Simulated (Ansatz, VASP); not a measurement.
# C in VASP and in Ansatz

```xyz
4
Lattice="-2.4647 0.0000 0.0000 0.0000 0.0000 -3.5720 0.0000 -4.2689 0.0000" Properties=species:S:1:pos:R:3 pbc="T T T"
C    -1.2323   -0.7475    0.0000
C     0.0000   -2.7619    0.0000
C     0.0000   -1.3870    0.0000
C    -1.2323   -3.6414    0.0000
```

Change from the starting cell: mode 8 frozen in at -0.060 Å and mode 12 at +0.024 Å (largest displacements).

Alike in both runs: task single point; functional PBE; dispersion D3(BJ); k mesh 18 × 12 × 10; occupations gaussian, width 0.15 eV; no spin polarisation.

|  | VASP | Ansatz |
| --- | --- | --- |
| version | VASP 6.6.1 | Ansatz 0.2.0 |
| potentials or method | VASP PAW PBE potentials, release 64 (C), cutoff 520 eV | scalar-relativistic, plane waves, PAW |
| valence electrons in the cell | 16 | 16 |

|  | VASP | Ansatz | Ansatz less VASP |
| --- | --- | --- | --- |
| gap on the k mesh at the Fermi level (eV) | none | none | - |
| pressure (GPa) | 4.0 | 3.7 | -0.35 |
| traceless stress, the component that is largest in VASP (GPa) | -4.14 | -3.71 | +0.431 |
| rms of the force components (eV/Å) | 2.991 | 2.988 | -0.0033 |

Atom by atom the forces differ by 0.008 eV/Å (rms over components). A gap of «none» marks a metal or a gap that the smearing closes.
